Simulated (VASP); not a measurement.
# InSe (C2/m) in VASP: notebook, part 2 of 2

VASP 6.6.1.

**3. Electric field gradients, PBEsol (25.55 Å³/atom)**

This run uses another cell than the first one, of 25.55 Å³/atom.

INCAR reads:

```
SYSTEM = InSe
  ALGO = Normal
  EDIFF = 1E-8
  ENCUT = 520
  GGA = PS
  ISIF = 2
  ISMEAR = -1
  LASPH = .TRUE.
  LCHARG = .FALSE.
  LEFG = .TRUE.
  LREAL = .FALSE.
  LWAVE = .FALSE.
  NBANDS = 27
  NELM = 80
  PREC = Accurate
  SIGMA = 0.02
```

KPOINTS reads:

```
k-points
0
G
  7 7 6
  0 0 0
```

POSCAR reads:

```
InSe
1.0
    5.8285195928     -2.0412076381      0.0000000000
    5.8285195928      2.0412076381      0.0000000000
   -1.5886810392      0.0000000000      4.2946377038
In Se
2 2
Direct
    0.8840000000      0.8840000000      0.0050000000
    0.1160000000      0.1160000000      0.9950000000
    0.6600000000      0.6600000000      0.6420000000
    0.3400000000      0.3400000000      0.3580000000
```

Potentials or basis: VASP PAW PBE potentials, release 64 (In_d, Se).

On the command line:

```sh
cat potpaw_PBE.64/In_d/POTCAR potpaw_PBE.64/Se/POTCAR > POTCAR
mpirun -np 1 vasp_std > vasp.out
```

OUTCAR:

```text
SYSTEM = InSe
   EDIFF = 1E-8
   ENCUT = 520
   GGA = PS
   ISIF = 2
   ISMEAR = -1
   LASPH = .TRUE.
   LREAL = .FALSE.
   NELM = 80
   PREC = Accurate

 ion  position               nearest neighbor table
   1  0.884  0.884  0.005-   3 2.56   2 2.72   4 2.76   4 2.76   2 3.72   2 3.72
   2  0.116  0.116  0.995-   4 2.56   1 2.72   3 2.76   3 2.76   1 3.72   1 3.72
   3  0.660  0.660  0.642-   1 2.56   2 2.76   2 2.76
   4  0.340  0.340  0.358-   2 2.56   1 2.76   1 2.76

  LATTYP: Found a base centered monoclinic cell.
 ALAT       =    11.6570391856
 B/A-ratio  =     0.3502103074
 C/A-ratio  =     0.3928152938
 COS(beta)  =    -0.3469445484

  Lattice vectors:

 A1 = (   5.8285195928,  -2.0412076381,   0.0000000000)
 A2 = (   5.8285195928,   2.0412076381,   0.0000000000)
 A3 = (  -1.5886810392,   0.0000000000,   4.2946377038)

Analysis of symmetry for initial positions (statically):
=====================================================================
 Subroutine PRICEL returns:
 Original cell was already a primitive cell.

 Routine SETGRP: Setting up the symmetry group for a
 base centered monoclinic supercell.

 Subroutine GETGRP returns: Found  4 space group operations
 (whereof  4 operations were pure point group operations)
 out of a pool of  4 trial point group operations.

The static configuration has the point symmetry C_2h.

Analysis of symmetry for dynamics (positions and initial velocities):
=====================================================================
 Subroutine PRICEL returns:
 Original cell was already a primitive cell.

 Routine SETGRP: Setting up the symmetry group for a
 base centered monoclinic supercell.

 Subroutine GETGRP returns: Found  4 space group operations
 (whereof  4 operations were pure point group operations)
 out of a pool of  4 trial point group operations.

The dynamic configuration has the point symmetry C_2h.

 Subroutine INISYM returns: Found  4 space group operations
 (whereof  4 operations are pure point group operations),
 and found     1 'primitive' translations

----------------------------------------------------------------------------------------

                                     Primitive cell

  volume of cell :     102.1885

  direct lattice vectors                    reciprocal lattice vectors
     5.828519593 -2.041207638  0.000000000     0.085785077 -0.244953032  0.031733789
     5.828519593  2.041207638  0.000000000     0.085785077  0.244953032  0.031733789
    -1.588681039  0.000000000  4.294637704     0.000000000  0.000000000  0.232848512

  length of vectors
     6.175610841  6.175610841  4.579063272     0.261472944  0.261472944  0.232848512

  position of ions in fractional coordinates (direct lattice)
     0.884000000  0.884000000  0.005000000
     0.116000000  0.116000000  0.995000000
     0.660000000  0.660000000  0.642000000
     0.340000000  0.340000000  0.358000000

  ion indices of the primitive-cell ions
   primitive index   ion index
                 1           1
                 2           2
                 3           3
[... 88 lines left out ...]
   ISMEAR =    -1;   SIGMA  =   0.02  broadening in eV -4-tet -1-fermi 0-gaus
   EFERMI_NEDOS =   21; number of points for ismear=-14 and -15
   IALGO  =     38    algorithm
   IMIX   =      4    mixing-type and parameters
     AMIX     =   0.40;   BMIX     =  1.00
     AMIX_MAG =   1.60;   BMIX_MAG =  1.00
  volume/ion in A,a.u.               =      25.55       172.40
  Fermi-wavevector in a.u.,A,eV,Ry     =   1.177250  2.224680 18.856554  1.385918
  Thomas-Fermi vector in A             =   2.313600
   LORBIT       =      0    0 simple, 1 ext, 2 COOP (PROOUT), +10 PAW based schemes
   GGA     = PS    functional components
   LHFCALC =     F    Hartree Fock is set to
   AEXX    =    0.0000 exact exchange contribution
   IVDW    =     0    specifies the selected vdW correction
   LEPSILON=     F    determine dielectric tensor
   LRPA    =     F    only Hartree local field effects (RPA)
 non-spin polarized calculation
  energy-cutoff  :      520.00
  volume of cell :      102.19
 maximum number of plane-waves:      2779
 NGX is ok and might be reduce to    48
   NGX = 23   NGY = 23   NGZ = 17

 number of electron      38.0000000 magnetization

 Free energy of the ion-electron system (eV)
  ---------------------------------------------------
  ext. energy  EPLUGINS =         0.00000000
  ---------------------------------------------------
  free energy    TOTEN  =       -15.44720881 eV

  energy without entropy =      -15.44720881  energy(sigma->0) =      -15.44720881

 E-fermi :   5.4532     XC(G=0):  -9.8576

 val. band max:        5.0143542264   @ k =  -0.2857  -0.2857   0.3333
 cond. band min:       5.9460318870   @ k =   0.4286   0.4286  -0.0000
 fundamental gap:      0.9316776606
 Fermi energy:         5.4531841265

 k-point     1 :       0.0000    0.0000    0.0000
  band No.  band energies     occupation
      1      -9.6872      2.00000
      2      -9.6315      2.00000
      3      -9.3081      2.00000
      4      -9.2913      2.00000
      5      -9.2450      2.00000
      6      -9.2403      2.00000
[... 709 lines left out ...]
     26      11.6537      0.00000
     27      12.6072      0.00000

 [... further k-points ...]

------------------------ aborting loop because EDIFF is reached ----------------------------------------

  FORCE on cell =-STRESS in cart. coord.  units (eV):
  Direction    XX          YY          ZZ          XY          YZ          ZX
  --------------------------------------------------------------------------------------
  -------------------------------------------------------------------------------------
  Total        2.2563498     -0.3110995      0.2672248      0.0000000      0.0000000      1.5713682
  in kB       35.3765139     -4.8776195      4.1897239      0.0000000      0.0000000     24.6369281
  external PRESSURE =      11.5628728 kB  Pullay stress =       0.0000000 kB

 VOLUME and BASIS-vectors are now :
 -----------------------------------------------------------------------------
  energy-cutoff  :      520.00
  volume of cell :      102.19
      direct lattice vectors                 reciprocal lattice vectors
     5.828519593 -2.041207638  0.000000000     0.085785077 -0.244953032  0.031733789
     5.828519593  2.041207638  0.000000000     0.085785077  0.244953032  0.031733789
    -1.588681039  0.000000000  4.294637704     0.000000000  0.000000000  0.232848512

 POSITION                                       TOTAL-FORCE (eV/Angst)
 -----------------------------------------------------------------------------------
     10.29688      0.00000      0.02147        -0.090885      0.000000      0.532630
     -0.22852      0.00000      4.27316         0.090885      0.000000     -0.532630
      6.67371      0.00000      2.75716        -0.761214      0.000000     -0.173233
      3.39465      0.00000      1.53748         0.761214      0.000000      0.173233
 -----------------------------------------------------------------------------------
    total drift:                               -0.000000     -0.000000      0.000000

  FREE ENERGIE OF THE ION-ELECTRON SYSTEM (eV)
  ---------------------------------------------------
  free  energy   TOTEN  =       -15.4472088142 eV

  energy  without entropy=      -15.4472088142  energy(sigma->0) =      -15.44720881

 Electric field gradients (V/A^2)
---------------------------------------------------------------------
 ion       V_xx      V_yy      V_zz      V_xy      V_xz      V_yz
---------------------------------------------------------------------
   1    -180.487   100.006    80.481    -0.000   -46.092     0.000
   2    -180.487   100.006    80.481    -0.000   -46.092     0.000
   3      69.637   -23.111   -46.526     0.000    16.392     0.000
   4      69.637   -23.111   -46.526     0.000    16.392     0.000
---------------------------------------------------------------------

 Electric field gradients after diagonalization (V/A^2)
 (convention: |V_zz| > |V_xx| > |V_yy|)
----------------------------------------------------------------------
 ion       V_xx      V_yy      V_zz     asymmetry (V_yy - V_xx)/ V_zz
----------------------------------------------------------------------
   1     100.006    88.383  -188.389       0.062
   2     100.006    88.383  -188.389       0.062
   3     -48.795   -23.111    71.906       0.357
   4     -48.795   -23.111    71.906       0.357
----------------------------------------------------------------------

           NMR quadrupolar parameters

 Cq : quadrupolar parameter    Cq=e*Q*V_zz/h
 eta: asymmetry parameters     (V_yy - V_xx)/ V_zz
 Q  : nuclear electric quadrupole moment in mb (millibarn)
----------------------------------------------------------------------
 ion       Cq(MHz)       eta       Q (mb)
----------------------------------------------------------------------
   1      -0.456       0.062       1.000
   2      -0.456       0.062       1.000
   3       0.174       0.357       1.000
   4       0.174       0.357       1.000
----------------------------------------------------------------------
```

Run time: 11 min. Hardware: 1 thread of Intel Xeon 8259CL, shared host; peak memory 0.41 GiB.

Results:

* Free energy: -15.4472 eV
* Pressure: 1.2 GPa
* Largest force: 0.781 eV/Å
* Band gap on the k mesh: 0.93 eV (least direct gap 1.29 eV)
* Largest electric field gradient by atom: In -188.4; Se +71.9 V/Å²

Forces on the atoms (eV/Å):
```
In  -0.091  0.000  0.533
In   0.091  0.000 -0.533
Se  -0.761  0.000 -0.173
Se   0.761  0.000  0.173
```

Stress tensor (GPa, compression positive):
```
 3.54  0.00  2.46
 0.00 -0.49  0.00
 2.46  0.00  0.42
```

Levels at points of the mesh, in eV from the valence-band top:
| k point | band 17 | band 18 | band 19 | band 20 | band 21 | band 22 |
| --- | --- | --- | --- | --- | --- | --- |
| (0.00, 0.00, 0.00) | -2.36 | -1.83 | -1.18 | 2.85 | 3.41 | 4.30 |
| (0.00, 0.00, 0.50) | -1.66 | -1.19 | -0.41 | 1.04 | 2.28 | 3.31 |

Electric field gradients, principal values (V/Å²):
```csv
atom,least,middle,greatest (by size)
1 In,88.383,100.006,-188.389
2 In,88.383,100.006,-188.389
3 Se,-23.111,-48.795,71.906
4 Se,-23.111,-48.795,71.906
```

Caveat: without QUAD_EFG the Cq values of the log hold for a quadrupole moment of 1 mb, not for the nuclei; the PAW data sets were made with another functional, which shifts forces and pressure a little; spin-orbit coupling is left out, which moves the levels of the heavy elements. A k mesh can miss the band edges.

**4. Electric field gradients, PBEsol (25.81 Å³/atom)**

This run uses another cell than the first one, of 25.81 Å³/atom.

INCAR reads:

```
ALGO = Normal
EDIFF = 1E-8
ENCUT = 520
GGA = PS
ISIF = 2
ISMEAR = -1
LASPH = T
LCHARG = F
LEFG = T
LREAL = F
LWAVE = F
NBANDS = 27
NELM = 60
PREC = Accurate
SIGMA = 0.02
```

KPOINTS reads:

```
k-points
0
Gamma
  7 7 6
```

POSCAR reads:

```
InSe
1.0
    5.8482774374     -2.0481270390      0.0000000000
    5.8482774374      2.0481270390      0.0000000000
   -1.5940664399      0.0000000000      4.3091959091
In Se
2 2
Direct
    0.8840000000      0.8840000000      0.0050000000
    0.1160000000      0.1160000000      0.9950000000
    0.6600000000      0.6600000000      0.6420000000
    0.3400000000      0.3400000000      0.3580000000
```

Potentials or basis: VASP PAW PBE potentials, release 64 (In_d, Se).

On the command line:

```sh
cat potpaw_PBE.64/In_d/POTCAR potpaw_PBE.64/Se/POTCAR > POTCAR
mpirun -np 1 vasp_std > vasp.out
```

OUTCAR:

```text
EDIFF = 1E-8
   ENCUT = 520
   GGA = PS
   ISIF = 2
   ISMEAR = -1
   LASPH = T
   LREAL = F
   NELM = 60
   PREC = Accurate

 ion  position               nearest neighbor table
   1  0.884  0.884  0.005-   3 2.57   2 2.73   4 2.77   4 2.77   2 3.73   2 3.73
   2  0.116  0.116  0.995-   4 2.57   1 2.73   3 2.77   3 2.77   1 3.73   1 3.73
   3  0.660  0.660  0.642-   1 2.57   2 2.77   2 2.77
   4  0.340  0.340  0.358-   2 2.57   1 2.77   1 2.77

  LATTYP: Found a base centered monoclinic cell.
 ALAT       =    11.6965548748
 B/A-ratio  =     0.3502103074
 C/A-ratio  =     0.3928152938
 COS(beta)  =    -0.3469445484

  Lattice vectors:

[... 948 lines left out ...]
---------------------------------------------------------------------
   1    -178.355    98.813    79.542    -0.000   -45.727     0.000
   2    -178.355    98.813    79.542    -0.000   -45.727     0.000
   3      70.626   -23.740   -46.886     0.000    17.012     0.000
   4      70.626   -23.740   -46.886     0.000    17.012     0.000
---------------------------------------------------------------------

 Electric field gradients after diagonalization (V/A^2)
 (convention: |V_zz| > |V_xx| > |V_yy|)
----------------------------------------------------------------------
 ion       V_xx      V_yy      V_zz     asymmetry (V_yy - V_xx)/ V_zz
----------------------------------------------------------------------
   1      98.813    87.409  -186.223       0.061
   2      98.813    87.409  -186.223       0.061
   3     -49.300   -23.740    73.040       0.350
   4     -49.300   -23.740    73.040       0.350
----------------------------------------------------------------------

           NMR quadrupolar parameters

 Cq : quadrupolar parameter    Cq=e*Q*V_zz/h
 eta: asymmetry parameters     (V_yy - V_xx)/ V_zz
 Q  : nuclear electric quadrupole moment in mb (millibarn)
----------------------------------------------------------------------
 ion       Cq(MHz)       eta       Q (mb)
----------------------------------------------------------------------
   1      -0.450       0.061       1.000
   2      -0.450       0.061       1.000
   3       0.177       0.350       1.000
   4       0.177       0.350       1.000
----------------------------------------------------------------------
```

OSZICAR:

```text
N       E                     dE             d eps       ncg     rms          rms(c)
DAV:   1     0.334493830819E+03    0.33449E+03   -0.17572E+04  4760   0.162E+03
DAV:   2     0.235377860767E+02   -0.31096E+03   -0.30135E+03  4792   0.396E+02
DAV:   3    -0.142482520358E+02   -0.37786E+02   -0.37154E+02  5953   0.145E+02
DAV:   4    -0.158955028235E+02   -0.16473E+01   -0.16416E+01  5740   0.301E+01
DAV:   5    -0.159474177350E+02   -0.51915E-01   -0.51906E-01  6936   0.550E+00    0.640E+00
DAV:   6    -0.154888234534E+02    0.45859E+00   -0.85186E-01  6634   0.162E+01    0.380E+00
DAV:   7    -0.154571333218E+02    0.31690E-01   -0.33300E-01  7251   0.486E+00    0.112E+00
DAV:   8    -0.154531489449E+02    0.39844E-02   -0.40105E-02  7087   0.223E+00    0.555E-01
DAV:   9    -0.154528958268E+02    0.25312E-03   -0.48124E-03  7018   0.693E-01    0.184E-01
DAV:  10    -0.154528914732E+02    0.43536E-05   -0.39923E-04  5809   0.153E-01    0.102E-01
DAV:  11    -0.154529034677E+02   -0.11994E-04   -0.12516E-04  6872   0.131E-01    0.278E-02
DAV:  12    -0.154528991984E+02    0.42693E-05   -0.20977E-05  6336   0.461E-02    0.182E-02
DAV:  13    -0.154528994008E+02   -0.20245E-06   -0.24599E-06  6663   0.942E-03    0.960E-03
DAV:  14    -0.154528993748E+02    0.26037E-07   -0.60628E-07  6014   0.105E-02    0.288E-03
DAV:  15    -0.154528993287E+02    0.46099E-07   -0.58114E-08  4665   0.216E-03    0.685E-04
DAV:  16    -0.154528993178E+02    0.10895E-07   -0.80083E-09  2965   0.640E-04    0.204E-04
DAV:  17    -0.154528993174E+02    0.35106E-09   -0.22712E-09  2718   0.593E-04
   1 F= -.15452899E+02 E0= -.15452899E+02  d E =-.229720E-11
```

Run time: 10 min. Hardware: 1 thread of Intel Xeon 8259CL, shared host; peak memory 0.41 GiB.

What came out:

| Item | Value |
| --- | --- |
| Free energy | -15.4529 eV |
| Pressure | 0.5 GPa |
| Largest force | 0.737 eV/Å |
| Band gap on the k mesh | 0.91 eV (least direct gap 1.28 eV) |
| Largest electric field gradient by atom | In -186.2; Se +73.0 V/Å² |

Forces in eV/Å, atoms in the order of the input:
```
In  -0.133  0.000  0.523
In   0.133  0.000 -0.523
Se  -0.730  0.000 -0.102
Se   0.730  0.000  0.102
```

Stress tensor (GPa, compression positive):
```
 2.70  0.00  2.33
 0.00 -1.01  0.00
 2.33  0.00 -0.14
```

Electric field gradients, principal values (V/Å²):
| atom | least | middle | greatest (by size) |
| --- | --- | --- | --- |
| 1 In | 87.409 | 98.813 | -186.223 |
| 2 In | 87.409 | 98.813 | -186.223 |
| 3 Se | -23.740 | -49.300 | 73.040 |
| 4 Se | -23.740 | -49.300 | 73.040 |

Caveat: without QUAD_EFG the Cq values of the log hold for a quadrupole moment of 1 mb, not for the nuclei; the PAW data sets were made with another functional, which shifts forces and pressure a little; spin-orbit coupling is left out, which moves the levels of the heavy elements. A k mesh can miss the band edges.

**5. The runs side by side**

| cell | gap on the mesh (eV) | pressure (GPa) | largest force (eV/Å) |
| --- | --- | --- | --- |
| a = 6.133, b = 6.133, c = 4.548 Å, angles 109.1, 109.1, 38.6°, 4 atoms | 0.98 | 2.6 | 0.89 |
| a = 6.176, b = 6.176, c = 4.579 Å, angles 109.1, 109.1, 38.6°, 4 atoms | 0.93 | 1.2 | 0.78 |
| a = 6.197, b = 6.197, c = 4.595 Å, angles 109.1, 109.1, 38.6°, 4 atoms | 0.91 | 0.5 | 0.74 |

Alike in all rows: task electric field gradients; level PBEsol; potentials or basis VASP PAW PBE potentials, release 64 (In_d, Se); no spin polarisation; k mesh 7 × 7 × 6; cutoff (eV) 520; smearing fermi-dirac 0.02 eV.

Caveats: the PAW data sets were made with another functional, which shifts forces and pressure a little; spin-orbit coupling is left out, which moves the levels of the heavy elements.

Absolute energies hang on the potentials; compare differences alone.
